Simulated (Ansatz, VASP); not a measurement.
## Two plane-wave programs on SnSe

```
CELL_PARAMETERS angstrom
4.06420 0.00000 0.00000
0.00000 4.06420 0.00000
0.00000 0.00000 10.65023
ATOMIC_POSITIONS crystal
Sn 0.50000 0.00000 0.37816
Sn 0.00000 0.50000 0.62184
Se 0.50000 0.00000 0.62178
Se 0.00000 0.50000 0.37822
```

Change from the starting cell: strain -0.030 along x and y, -0.030 along z, atoms carried along.

Alike in both runs: task single point; functional LDA; k mesh 6 × 6 × 4; occupations gaussian, width 0.05 eV; no spin polarisation.

```csv
,VASP,Ansatz
version,VASP 6.6.1,Ansatz 0.2.0
potentials or method,"VASP PAW LDA potentials, release 64 (Sn_d, Se), cutoff 520 eV","scalar-relativistic, plane waves, PAW"
valence electrons in the cell,40,60
```

Ansatz gave:

| Quantity | Value |
| --- | --- |
| gap on the k mesh at the Fermi level (eV) | 1.23 |
| least direct gap on the mesh (eV) | 1.39 |
| rms of the force components (eV/Å) | 0.364 |

Problem. What did VASP give for the same quantities?

Solution. gap on the k mesh at the Fermi level (eV): 1.21; least direct gap on the mesh (eV): 1.37; rms of the force components (eV/Å): 0.382.

LDA's correlation is that of Perdew and Zunger in VASP and of Perdew and Wang (1992) in Ansatz. Atom by atom the forces differ by 0.018 eV/Å (rms over components). VASP's potentials hold 40 valence electrons a cell and Ansatz's 60, so a difference there can come from the potentials and not from the codes.
